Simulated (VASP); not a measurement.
Runs of VASP 6.6.1 on Ru. The structure is that of space group P6_3/mmc (No. 194), or close to it. The cells are those of the table. 

```tsv
cell	cutoff (eV)	gap on the mesh (eV)	pressure (GPa)
a = 2.689, b = 2.689, c = 4.124 Å, angles 90.0, 90.0, 120.0°, 2 atoms	520	none	12.3
a = 2.689, b = 2.689, c = 4.380 Å, angles 90.0, 90.0, 120.0°, 2 atoms	520	none	-9.6
a = 2.689, b = 2.689, c = 4.252 Å, angles 90.0, 90.0, 120.0°, 2 atoms	520	none	0.0
a = 2.689, b = 2.689, c = 4.337 Å, angles 90.0, 90.0, 120.0°, 2 atoms	520	none	-6.7
a = 2.689, b = 2.689, c = 4.209 Å, angles 90.0, 90.0, 120.0°, 2 atoms	520	none	3.8
a = 2.689, b = 2.689, c = 4.167 Å, angles 90.0, 90.0, 120.0°, 2 atoms	520	none	7.9
a = 2.689, b = 2.689, c = 4.294 Å, angles 90.0, 90.0, 120.0°, 2 atoms	520	none	(b)
a = 2.689, b = 2.689, c = 4.254 Å, angles 90.9, 88.3, 120.0°, 2 atoms	500	none	(a)
```

Alike in all rows: task single point; level PBEsol; potentials or basis VASP PAW PBE potentials, release 64 (Ru_pv); no spin polarisation; k mesh 24 × 24 × 12; smearing gaussian 0.1 eV.

Fill in the values left out.

(a) 0.3; (b) -3.5.

Caveats: the PAW data sets were made with another functional, which shifts forces and pressure a little; the cell stands under pressure (at least some runs); the cell stands under tension (at least some runs).

A k mesh can miss the band edges, and the runs leave out spin-orbit coupling on Ru.

A gap of «none» marks levels without a gap at the run's occupations.
